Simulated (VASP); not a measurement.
# GaP (F-43m) in VASP: further runs, part 2 of 2

VASP 6.6.1.

## (3) Single point, PBE

The input, INCAR:

```
SYSTEM = GaP
PREC     = Accurate       ! precision mode
ENCUT    = 500            ! plane-wave cutoff, eV
EDIFF    = 1E-6           ! SCF threshold, eV
ISMEAR   = 0              ! smearing method
SIGMA    = 0.02           ! smearing width, eV
LREAL    = .FALSE.        ! projectors in reciprocal space
LASPH    = .TRUE.         ! aspherical terms in the spheres
NELM     = 120            ! most SCF steps
ALGO     = Normal         ! electronic algorithm
ISIF     = 2              ! what is computed and relaxed
LWAVE    = .FALSE.        ! write WAVECAR
LCHARG   = .TRUE.         ! write CHGCAR
GGA      = PE             ! functional
LELF     = .TRUE.         ! ELF
LVHAR    = .TRUE.       
NBANDS   = 16             ! bands
GGA_COMPAT= .FALSE.
```

The input, KPOINTS:

```
Automatic mesh
0
G
  8 8 8
  0 0 0
```

The input, POSCAR:

```
GaP
1.0
    0.0000000000      2.7529797080      2.7529797080
    2.7529797080      0.0000000000      2.7529797080
    2.7529797080      2.7529797080      0.0000000000
Ga P
1 1
Direct
    0.0000000000      0.0000000000      0.0000000000
    0.2500000000      0.2500000000      0.2500000000
```

Potentials or basis: VASP PAW PBE potentials, release 64 (Ga_d, P).

Command:

```sh
$ cat potpaw_PBE.64/Ga_d/POTCAR potpaw_PBE.64/P/POTCAR > POTCAR
$ mpirun -np 1 vasp_std > vasp.out
```

OUTCAR:

```text
SYSTEM = GaP
   PREC = Accurate
   ENCUT = 500
   EDIFF = 1E-6
   ISMEAR = 0
   LREAL = .FALSE.
   LASPH = .TRUE.
   NELM = 120
   ISIF = 2
   GGA = PE

 ion  position               nearest neighbor table
   1  0.000  0.000  0.000-   2 2.38   2 2.38   2 2.38   2 2.38
   2  0.250  0.250  0.250-   1 2.38   1 2.38   1 2.38   1 2.38

  LATTYP: Found a face centered cubic cell.
 ALAT       =     5.5059594160

  Lattice vectors:

 A1 = (   0.0000000000,   2.7529797080,   2.7529797080)
 A2 = (   2.7529797080,   0.0000000000,   2.7529797080)
 A3 = (   2.7529797080,   2.7529797080,   0.0000000000)

Analysis of symmetry for initial positions (statically):
=====================================================================
 Subroutine PRICEL returns:
 Original cell was already a primitive cell.

 Routine SETGRP: Setting up the symmetry group for a
 face centered cubic supercell.

 Subroutine GETGRP returns: Found 24 space group operations
 (whereof 24 operations were pure point group operations)
 out of a pool of 48 trial point group operations.

The static configuration has the point symmetry T_d .

Analysis of symmetry for dynamics (positions and initial velocities):
[... 162 lines left out ...]
 cond. band min:       5.9233147927   @ k =   0.0000   0.0000   0.0000
 fundamental gap:      1.5760658407
 Fermi energy:         4.5072087215

 k-point     1 :       0.0000    0.0000    0.0000
  band No.  band energies     occupation
      1     -10.1558      2.00000
      2     -10.1558      2.00000
      3     -10.1558      2.00000
      4     -10.0650      2.00000
      5     -10.0650      2.00000
      6      -7.9202      2.00000
[... 433 lines left out ...]
      3     -10.1169      2.00000
      4     -10.0694      2.00000
      5     -10.0584      2.00000
      6      -5.5638      2.00000
[... 8 lines left out ...]
     15      16.2405      0.00000
     16      16.6815      0.00000

 [... further k-points ...]

------------------------ aborting loop because EDIFF is reached ----------------------------------------

  FORCE on cell =-STRESS in cart. coord.  units (eV):
  Direction    XX          YY          ZZ          XY          YZ          ZX
  --------------------------------------------------------------------------------------
  -------------------------------------------------------------------------------------
  Total       -0.0189840     -0.0189840     -0.0189840     -0.0000000      0.0000000      0.0000000
  in kB       -0.7288873     -0.7288873     -0.7288873     -0.0000000      0.0000000      0.0000000
  external PRESSURE =      -0.7288873 kB  Pullay stress =       0.0000000 kB

 VOLUME and BASIS-vectors are now :
 -----------------------------------------------------------------------------
  energy-cutoff  :      500.00
  volume of cell :       41.73
      direct lattice vectors                 reciprocal lattice vectors
     0.000000000  2.752979708  2.752979708    -0.181621390  0.181621390  0.181621390
     2.752979708  0.000000000  2.752979708     0.181621390 -0.181621390  0.181621390
     2.752979708  2.752979708  0.000000000     0.181621390  0.181621390 -0.181621390

 POSITION                                       TOTAL-FORCE (eV/Angst)
 -----------------------------------------------------------------------------------
      0.00000      0.00000      0.00000        -0.000000      0.000000      0.000000
      1.37649      1.37649      1.37649         0.000000     -0.000000     -0.000000
 -----------------------------------------------------------------------------------
    total drift:                                0.000001      0.000001      0.000001

  FREE ENERGIE OF THE ION-ELECTRON SYSTEM (eV)
  ---------------------------------------------------
  free  energy   TOTEN  =        -9.1254599144 eV

  energy  without entropy=       -9.1254599144  energy(sigma->0) =       -9.12545991
```

stdout:

```text
POSCAR found type information on POSCAR GaP
 POSCAR found :  2 types and       2 ions
 scaLAPACK will be used
 LDA part: xc-table for (Slater+PW92), standard interpolation
 POSCAR, INCAR and KPOINTS ok, starting setup
 FFT: planning ... GRIDC
 FFT: planning ... GRID_SOFT
 FFT: planning ... GRID
 WAVECAR not read
 entering main loop
```

Wall time 21 s (1 thread of Intel Xeon 8259CL, shared host); peak memory 0.16 GiB.

What came out:

* Free energy: -9.1255 eV
* Pressure: -0.1 GPa
* Band gap on the k mesh: 1.58 eV

## (4) Relaxation of cell and atoms, PBE

This run uses another cell than the first one, of 20.24 Å³/atom.

The input, INCAR:

```
PREC     = Accurate       # precision mode
ENCUT    = 500            # plane-wave cutoff, eV
EDIFF    = 1E-7           # SCF threshold, eV
ISMEAR   = 0              # smearing method
SIGMA    = 0.02           # smearing width, eV
LREAL    = F              # projectors in reciprocal space
LASPH    = T              # aspherical terms in the spheres
NELM     = 120            # most SCF steps
ALGO     = Normal         # electronic algorithm
ISIF     = 3              # what is computed and relaxed
LWAVE    = F              # write WAVECAR
LCHARG   = F              # write CHGCAR
GGA      = PE             # functional
IBRION   = 2              # ionic algorithm
NSW      = 100            # ionic steps
EDIFFG   = -0.002         # ionic threshold
GGA_COMPAT= F            
NELMIN   = 4
```

The input, KPOINTS:

```
regular mesh
0
Gamma
  8 8 8
```

The input, POSCAR:

```
GaP
1.0
    0.0000000000      2.7252500000      2.7252500000
    2.7252500000      0.0000000000      2.7252500000
    2.7252500000      2.7252500000      0.0000000000
Ga P
1 1
Direct
    0.0000000000      0.0000000000      0.0000000000
    0.2500000000      0.2500000000      0.2500000000
```

Command:

```sh
$ cat potpaw_PBE.64/Ga_d/POTCAR potpaw_PBE.64/P/POTCAR > POTCAR
$ mpirun -np 1 vasp_std > vasp.out
```

Wall time 51 s (1 thread of Intel Xeon 8259CL, shared host); peak memory 0.17 GiB.

The run converged. Its results:

```yaml
Free_energy: -9.1252 eV
Relaxed_volume: 20.86 Å³/atom
Relaxed_cell: a = 3.893 Å, b = 3.893 Å, c = 3.893 Å, α = 60.00°, β = 60.00°, γ = 60.00°
Space_group_after_relaxing_to_0.1_Å: F-43m (No. 216)
Energy_gained_by_relaxing: 4.6 meV/atom
Ionic_steps: 3
Pressure_after_relaxing: 0.0 GPa
Band_gap_on_the_k_mesh: 1.58 eV
```

Step by step:
```
step  energy change (eV)  largest force (eV/Å)  pressure (GPa)  volume (Å³)
   1              0.0000                0.0000            2.47        40.48
   2             -0.0070                0.0000           -1.09        42.34
   3             -0.0092                0.0000            0.00        41.71
```

Final structure:
```
CELL_PARAMETERS angstrom
0.00000 2.75259 2.75259
2.75259 0.00000 2.75259
2.75259 2.75259 0.00000
ATOMIC_POSITIONS crystal
Ga 0.00000 0.00000 0.00000
P 0.25000 0.25000 0.25000
```

Levels at points of the mesh, in eV from the valence-band top:
```tsv
k point	band 6	band 7	band 8	band 9	band 10	band 11	band 12	band 13
(0.00, 0.00, 0.00)	-12.27	0.00	0.00	0.00	1.58	3.90	3.90	3.90
(0.50, 0.00, 0.00)	-10.30	-6.46	-1.07	-1.07	1.58	4.73	4.73	8.23
(0.50, 0.50, 0.00)	-9.44	-6.61	-2.58	-2.58	1.72	1.85	10.37	10.37
```

## (5) How close it comes

Step 2. Measured gap of GaP: 2.34 eV (indirect; 10 K; quoted in “Stacking defects in GaP nanowires: Electronic structure and optical properties”, 2018, arxiv:1810.01194). This calculation gives 1.58 eV (-0.76 eV). Spin-orbit coupling on Ga is left out. The value is that of PBE on a finite k mesh, which can miss the band edges, without temperature or zero-point motion. Semilocal functionals fall short of measured gaps as a rule.

Step 3. Measured gap of GaP: 2.34 eV (indirect; 10 K; quoted in “Stacking defects in GaP nanowires: Electronic structure and optical properties”, 2018, arxiv:1810.01194). This calculation gives 1.58 eV (-0.76 eV). Spin-orbit coupling on Ga is left out. The value is that of PBE on a finite k mesh, which can miss the band edges, without temperature or zero-point motion. Semilocal functionals fall short of measured gaps as a rule.
